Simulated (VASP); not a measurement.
# Ti12HO24 (a cell with a defect) in VASP: further runs, part 3 of 3

VASP 6.6.1. The steps go on from the part before.

### 5 Single point, PBEsol

Contents of INCAR:

```
SYSTEM = Ti12HO24
PREC     = Accurate       ! precision mode
ENCUT    = 520            ! plane-wave cutoff, eV
EDIFF    = 1E-6           ! SCF threshold, eV
ISMEAR   = 0              ! smearing method
SIGMA    = 0.02           ! smearing width, eV
LREAL    = Auto         
LASPH    = .TRUE.         ! aspherical terms in the spheres
NELM     = 60             ! most SCF steps
ALGO     = Normal         ! electronic algorithm
ISIF     = 2              ! what is computed and relaxed
LWAVE    = .FALSE.        ! write WAVECAR
LCHARG   = .TRUE.         ! write CHGCAR
GGA      = PS             ! functional
LELF     = .TRUE.         ! ELF
LVHAR    = .TRUE.       
NBANDS   = 168            ! bands
NELECT   = 288.0
```

Contents of KPOINTS:

```
Automatic mesh
0
Gamma
  2 2 2
  0.5 0.5 0.5
```

Contents of POSCAR:

```
Ti12HO24
1.0
   -4.5912433041     -4.5912433041      0.0000000000
   -4.5912433041      4.5912433041      0.0000000000
    0.0000000000      0.0000000000     -8.8170405773
Ti O H
12 24 1
Direct
   -0.0019401063      0.4873942311      0.6652534882
    0.0078741198      0.5088310171      0.3333548229
   -0.0019336810      0.4876252143      1.0014712899
    0.4896679072      0.0007820322      0.6573363193
    0.5018752759     -0.0135761701      0.3333073013
    0.4897501289      0.0005301396      1.0092771970
    0.5044072698      0.4911960335      0.4997579359
    0.5043851625      0.4909611299      0.1667995046
    0.4899838347      0.5132890688      0.8332842449
   -0.0071132148      0.0047330317      0.4995644470
   -0.0070511402      0.0049608567      0.1670033144
    0.0219011482     -0.0260355403      0.8332932049
    0.8050243159      0.4949719171      0.5001137243
    0.8050359685      0.4950036078      0.1665394400
    0.8017084385      0.4778327687      0.8333394789
    0.3044273430     -0.0019145141      0.4983648381
    0.3044516283     -0.0019289982      0.1682888932
    0.3118448327     -0.0078467852      0.8333173626
    0.0097040163      0.1905887887      0.6670510302
    0.0008659964      0.1935741456      0.3333460898
    0.0096941062      0.1906196082      0.9996229373
    0.5080865564      0.7011943796      0.6679614263
    0.5026713566      0.6955182482      0.3333285102
    0.5080808935      0.7011543033      0.9987021068
   -0.0017398337      0.8045533106      0.3333381506
   -0.0058761861      0.8003827627      0.0000902797
   -0.0059327067      0.8003595664      0.6665828459
    0.4996888311      0.3044817945      0.3333445020
    0.4939081529      0.3051401129     -0.0006615598
    0.4938537015      0.3051470827      0.6673135899
    0.1967088085      0.5014103692      0.5003965856
    0.1967060860      0.5014096068      0.1662704155
    0.1947370115      0.5062217021      0.8333239408
    0.6943393736      0.0035578598      0.5002566293
    0.6943705199      0.0035537215      0.1664062887
    0.7069317144      0.0383875322      0.8333393655
    0.7275393132      0.1912198814      0.8334282842
```

Potentials or basis: VASP PAW PBE potentials, release 64 (Ti_sv, O, H).

Command:

```
> cat potpaw_PBE.64/Ti_sv/POTCAR potpaw_PBE.64/O/POTCAR potpaw_PBE.64/H/POTCAR > POTCAR
> mpirun -np 1 vasp_std > vasp.out
```

OUTCAR:

```text
SYSTEM = Ti12HO24
   PREC = Accurate
   ENCUT = 520
   EDIFF = 1E-6
   ISMEAR = 0
   LREAL = Auto
   LASPH = .TRUE.
   NELM = 60
   ISIF = 2
   GGA = PS
   NELECT = 288.0

 ion  position               nearest neighbor table
   1  0.998  0.487  0.665-  13 1.92  19 1.93  31 1.95  15 1.96  33 1.96  27 2.03
   2  0.008  0.509  0.333-  31 1.92  32 1.92  25 1.92  13 1.98  14 1.98  20 2.05
   3  0.998  0.488  0.001-  14 1.92  21 1.93  32 1.94  15 1.96  33 1.96  26 2.03
   4  0.490  0.001  0.657-  16 1.85  34 1.92  18 1.93  22 1.95  30 1.98  36 2.11   5 2.86
[... 918 lines left out ...]
  Total       -9.5314961     -4.8933698     -2.9151336      3.2777704     -0.0095929     -0.0202328
  in kB      -41.0826271    -21.0913884    -12.5648003     14.1278365     -0.0413474     -0.0872073
  external PRESSURE =     -24.9129386 kB  Pullay stress =       0.0000000 kB

 VOLUME and BASIS-vectors are now :
 -----------------------------------------------------------------------------
  energy-cutoff  :      520.00
  volume of cell :      371.72
      direct lattice vectors                 reciprocal lattice vectors
    -4.591243304 -4.591243304  0.000000000    -0.108902963 -0.108902963  0.000000000
    -4.591243304  4.591243304  0.000000000    -0.108902963  0.108902963  0.000000000
     0.000000000  0.000000000 -8.817040577     0.000000000  0.000000000 -0.113416740

 POSITION                                       TOTAL-FORCE (eV/Angst)
 -----------------------------------------------------------------------------------
     -6.82008     -2.34459     -5.86557        -0.023934      0.026299     -0.014223
     -2.37232      2.30002     -2.93920         0.024323      0.001252     -0.006391
     -6.82117     -2.34356     -0.01297        -0.019553      0.009411      0.016387
     -2.25178     -2.24459     -5.79576        -0.023326     -0.031205     -0.066975
     -6.83314      2.22468     -2.93878        -0.026031      0.027083     -0.004235
     -2.25100     -2.24613     -0.08180        -0.017218     -0.031533      0.080390
[... 29 lines left out ...]
     -3.42194     -3.06945     -7.34759         0.056524     -0.041452     -0.003201
     -4.21825     -2.46237     -7.34837        -0.084479      0.060427      0.000918
 -----------------------------------------------------------------------------------
    total drift:                                0.002683      0.004259     -0.005746

  FREE ENERGIE OF THE ION-ELECTRON SYSTEM (eV)
  ---------------------------------------------------
  free  energy   TOTEN  =      -346.7530201954 eV

  energy  without entropy=     -346.7530201954  energy(sigma->0) =     -346.75302020
```

OSZICAR:

```text
N       E                     dE             d eps       ncg     rms          rms(c)
DAV:   1     0.495575072884E+04    0.49558E+04   -0.13958E+05  1344   0.206E+03
[... 10 lines left out ...]
DAV:  12    -0.346753871540E+03   -0.10886E-02   -0.50312E-02  1888   0.774E-01    0.246E-01
DAV:  13    -0.346753346609E+03    0.52493E-03   -0.95784E-03  1880   0.379E-01    0.169E-01
DAV:  14    -0.346753150618E+03    0.19599E-03   -0.50171E-03  1928   0.218E-01    0.818E-02
DAV:  15    -0.346753044735E+03    0.10588E-03   -0.47848E-04  1768   0.100E-01    0.494E-02
DAV:  16    -0.346753022754E+03    0.21980E-04   -0.49249E-04  1616   0.673E-02    0.225E-02
DAV:  17    -0.346753019840E+03    0.29148E-05   -0.65339E-05  1808   0.300E-02    0.101E-02
DAV:  18    -0.346753020083E+03   -0.24358E-06   -0.13290E-05  1512   0.127E-02    0.447E-03
DAV:  19    -0.346753020195E+03   -0.11214E-06   -0.17967E-06   960   0.663E-03
   1 F= -.34675302E+03 E0= -.34675302E+03  d E =-.520185E-21
```

It took 25 min on 1 thread of AMD EPYC 7R13, shared host; peak memory 0.46 GiB.

Results:

* Free energy: -346.7530 eV
* Largest force: 0.104 eV/Å

Forces on the atoms (eV/Å):
```
Ti  -0.024  0.026 -0.014
Ti   0.024  0.001 -0.006
Ti  -0.020  0.009  0.016
Ti  -0.023 -0.031 -0.067
Ti  -0.026  0.027 -0.004
Ti  -0.017 -0.032  0.080
Ti  -0.009  0.024 -0.024
Ti  -0.004  0.024  0.018
Ti  -0.006 -0.020  0.003
Ti   0.004 -0.025 -0.012
Ti   0.017 -0.021  0.012
Ti  -0.001  0.043  0.000
O    0.021  0.012  0.015
O    0.019  0.014 -0.016
O    0.027  0.012 -0.004
O    0.047  0.045  0.033
O    0.045  0.042 -0.026
O   -0.004 -0.007 -0.004
O   -0.007  0.002 -0.016
O   -0.038  0.034  0.001
O   -0.012  0.006  0.019
O   -0.014  0.005  0.019
O   -0.001 -0.002  0.002
O   -0.014  0.006 -0.023
O    0.006 -0.006  0.000
O    0.036 -0.023 -0.034
O    0.033 -0.026  0.032
O    0.043 -0.041  0.000
O    0.026 -0.019  0.014
O    0.020 -0.019 -0.017
O   -0.034 -0.023  0.002
O   -0.030 -0.027  0.002
O   -0.005 -0.001  0.001
O   -0.029 -0.015  0.006
O   -0.022 -0.016 -0.005
O    0.057 -0.041 -0.003
H   -0.084  0.060  0.001
```

Levels at points of the mesh, in eV from the Fermi level:
| k point | band 142 | band 143 | band 144 | band 145 | band 146 | band 147 |
| --- | --- | --- | --- | --- | --- | --- |
| (0.25, 0.25, 0.25) | -0.69 | -0.43 | -0.13 | 2.32 | 2.39 | 2.43 |

Caveat: the cell carries a net charge on a neutralising background, which shifts energy and pressure; the cell is charged against a uniform background, so pressure and absolute levels hang on convention; the PAW data sets were made with another functional, which shifts forces and pressure a little.

### 6 Single point, PBEsol

Contents of INCAR:

```
SYSTEM = Ti12HO24
PREC = Accurate
ENCUT = 520
EDIFF = 1E-6
ISMEAR = 0
SIGMA = 0.02
LREAL = Auto
LASPH = .TRUE.
NELM = 100
ALGO = Normal
ISIF = 2
LWAVE = .FALSE.
LCHARG = .FALSE.
GGA = PS
NELECT = 288.0
NBANDS = 168
```

KPOINTS is that of step 5.

Contents of POSCAR:

```
Ti12HO24
1.0
   -4.5912433041     -4.5912433041      0.0000000000
   -4.5912433041      4.5912433041      0.0000000000
    0.0000000000      0.0000000000     -8.8170405773
Ti O H
12 24 1
Direct
    0.0082257675      0.4926991122      0.6580786318
   -0.0006733470      0.5108497513      0.3333372433
    0.0081836221      0.4928233705      1.0085862623
    0.5016860026      0.0145743746      0.6648921425
    0.4938200504     -0.0062767312      0.3333272626
    0.5017231385      0.0145313580      1.0017624307
    0.5065374118      0.4975690349      0.4995365465
    0.5065253235      0.4975103362      0.1671357852
    0.4788059256      0.5260698116      0.8333355093
   -0.0034925180      0.0058591972      0.4995889450
   -0.0034623519      0.0059364094      0.1670872428
    0.0108706938     -0.0187600600      0.8333353959
    0.8049805369      0.4938922531      0.5001324380
    0.8049663795      0.4939140337      0.1665175505
    0.7908124792      0.4490460129      0.8333204249
    0.3046923039     -0.0038204248      0.5002478963
    0.3046969867     -0.0038057229      0.1663984630
    0.3071445808     -0.0090710723      0.8333253018
    0.0117666385      0.1936064898      0.6660843793
    0.0030185723      0.1942920340      0.3333264687
    0.0117536790      0.1936364381      1.0005573778
    0.5104452857      0.7003027910      0.6675971318
    0.5028607388      0.6966293851      0.3333205710
    0.5104455035      0.7003193442      0.9990559670
   -0.0033868822      0.8031844003      0.3333200039
   -0.0115062515      0.7977462220     -0.0015919174
   -0.0114964502      0.7977257482      0.6682363485
    0.4967347293      0.3073918994      0.3333265821
    0.4854198204      0.3097268879      0.0007759973
    0.4854138307      0.3097235119      0.6658726302
    0.1944145498      0.5043210187      0.4991093056
    0.1944006102      0.5043460663      0.1675309291
    0.1870235235      0.5108867783      0.8333225798
    0.6958878649      0.0073726217      0.5000869579
    0.6958918943      0.0073847099      0.1665674539
    0.7006473600      0.0330608704      0.8333233737
    0.7651305469      0.2946128990      0.8333407265
```

Potentials or basis: VASP PAW PBE potentials, release 64 (Ti_sv, O, H).

Command:

```
> cat potpaw_PBE.64/Ti_sv/POTCAR potpaw_PBE.64/O/POTCAR potpaw_PBE.64/H/POTCAR > POTCAR
> mpirun -np 1 vasp_std > vasp.out
```

OUTCAR:

```text
SYSTEM = Ti12HO24
   PREC = Accurate
   ENCUT = 520
   EDIFF = 1E-6
   ISMEAR = 0
   LREAL = Auto
   LASPH = .TRUE.
   NELM = 100
   ISIF = 2
   GGA = PS
   NELECT = 288.0

 ion  position               nearest neighbor table
   1  0.008  0.493  0.658-  31 1.85  13 1.92  33 1.94  19 1.94  27 1.99  15 2.11   2 2.87
   2  0.999  0.511  0.333-  25 1.90  31 1.93  32 1.93  13 1.94  14 1.94  20 2.06   1 2.87   3 2.87

   3  0.008  0.493  0.009-  32 1.85  14 1.92  33 1.94  21 1.94  26 1.99  15 2.11   2 2.87
   4  0.502  0.015  0.665-  30 1.92  34 1.92  16 1.94  18 1.96  36 1.97  22 2.04
   5  0.494  0.994  0.333-  16 1.92  17 1.92  23 1.93  34 1.97  35 1.97  28 2.04
[... 916 lines left out ...]
  Total      -11.3798693     -4.7578804     -3.3216412      2.9815752      0.0081643     -0.0071792
  in kB      -49.0494799    -20.5074024    -14.3169283     12.8511769      0.0351897     -0.0309439
  external PRESSURE =     -27.9579369 kB  Pullay stress =       0.0000000 kB

 VOLUME and BASIS-vectors are now :
 -----------------------------------------------------------------------------
  energy-cutoff  :      520.00
  volume of cell :      371.72
      direct lattice vectors                 reciprocal lattice vectors
    -4.591243304 -4.591243304  0.000000000    -0.108902963 -0.108902963  0.000000000
    -4.591243304  4.591243304  0.000000000    -0.108902963  0.108902963  0.000000000
     0.000000000  0.000000000 -8.817040577     0.000000000  0.000000000 -0.113416740

 POSITION                                       TOTAL-FORCE (eV/Angst)
 -----------------------------------------------------------------------------------
     -2.29987      2.22433     -5.80231        -0.021522      0.025900     -0.060027
     -6.93359     -2.24272     -2.93905         0.030680     -0.005819     -0.010266
     -2.30025      2.22510     -0.07571        -0.029038      0.018619      0.069679
     -2.37028     -2.23645     -5.86238         0.035195     -0.046541     -0.007352
     -6.82967      2.29518     -2.93896        -0.020769      0.000243      0.006961
     -2.37025     -2.23682     -0.01554         0.019830     -0.030792      0.017574
[... 29 lines left out ...]
     -3.36863     -3.06505     -7.34745         0.063362     -0.089880      0.006370
     -4.86554     -2.16026     -7.34760        -0.074274      0.017674      0.000586
 -----------------------------------------------------------------------------------
    total drift:                               -0.014428     -0.001284     -0.022798

  FREE ENERGIE OF THE ION-ELECTRON SYSTEM (eV)
  ---------------------------------------------------
  free  energy   TOTEN  =      -346.7362277757 eV

  energy  without entropy=     -346.7362277757  energy(sigma->0) =     -346.73622778
```

stdout:

```text
POSCAR found type information on POSCAR TiO H
 POSCAR found :  3 types and      37 ions
 scaLAPACK will be used
 -----------------------------------------------------------------------------
|                                                                             |
|                                                                             |
|     You enforced a specific xc type in the INCAR file but a different       |
|     I HOPE YOU KNOW WHAT YOU ARE DOING!                                     |
|                                                                             |
 -----------------------------------------------------------------------------

 LDA part: xc-table for (Slater+PW92), standard interpolation
 POSCAR, INCAR and KPOINTS ok, starting setup
 FFT: planning ... GRIDC
 FFT: planning ... GRID_SOFT
 FFT: planning ... GRID
 WAVECAR not read
 entering main loop
 the old and the new charge density differ
 old charge density:   289.00000 new  288.00000
    0.775E+01
```

Wall time 6.3 min (1 thread of AMD EPYC 7R13 (Zen 3), shared host); peak memory 0.45 GiB.

What came out:

* Free energy: -346.7362 eV
* Largest force: 0.137 eV/Å

Forces in eV/Å, atoms in the order of the input:
```
Ti  -0.022  0.026 -0.060
Ti   0.031 -0.006 -0.010
Ti  -0.029  0.019  0.070
Ti   0.035 -0.047 -0.007
Ti  -0.021  0.000  0.007
Ti   0.020 -0.031  0.018
Ti   0.011  0.014  0.004
Ti   0.006  0.003 -0.001
Ti   0.055 -0.013 -0.004
Ti   0.010 -0.021 -0.022
Ti   0.016 -0.004  0.024
Ti  -0.002  0.064 -0.010
O    0.041  0.031  0.019
O    0.038  0.032 -0.020
O   -0.102  0.091 -0.003
O    0.049  0.039 -0.015
O    0.044  0.039  0.015
O    0.040  0.029  0.003
O    0.043  0.003 -0.044
O   -0.038  0.041 -0.001
O    0.043  0.006  0.044
O   -0.011  0.031  0.046
O    0.020 -0.021  0.000
O   -0.009  0.030 -0.051
O   -0.008  0.011  0.001
O   -0.006 -0.013 -0.013
O   -0.007 -0.012  0.008
O    0.012 -0.021 -0.002
O   -0.026 -0.007  0.034
O   -0.028 -0.004 -0.029
O   -0.069 -0.081  0.049
O   -0.064 -0.083 -0.048
O   -0.024 -0.026 -0.002
O   -0.018 -0.022  0.001
O   -0.017 -0.025 -0.005
O    0.063 -0.090  0.006
H   -0.074  0.018  0.001
```

Levels at points of the mesh, in eV from the Fermi level:
| k point | band 140 | band 141 | band 142 | band 143 | band 144 | band 145 | band 146 | band 147 | band 148 | band 149 |
| --- | --- | --- | --- | --- | --- | --- | --- | --- | --- | --- |
| (0.25, 0.25, 0.25) | -0.79 | -0.74 | -0.66 | -0.40 | -0.11 | 2.34 | 2.42 | 2.44 | 2.49 | 2.51 |

Caveat: the cell carries a net charge on a neutralising background, which shifts energy and pressure; the cell is charged against a uniform background, so pressure and absolute levels hang on convention; the PAW data sets were made with another functional, which shifts forces and pressure a little.
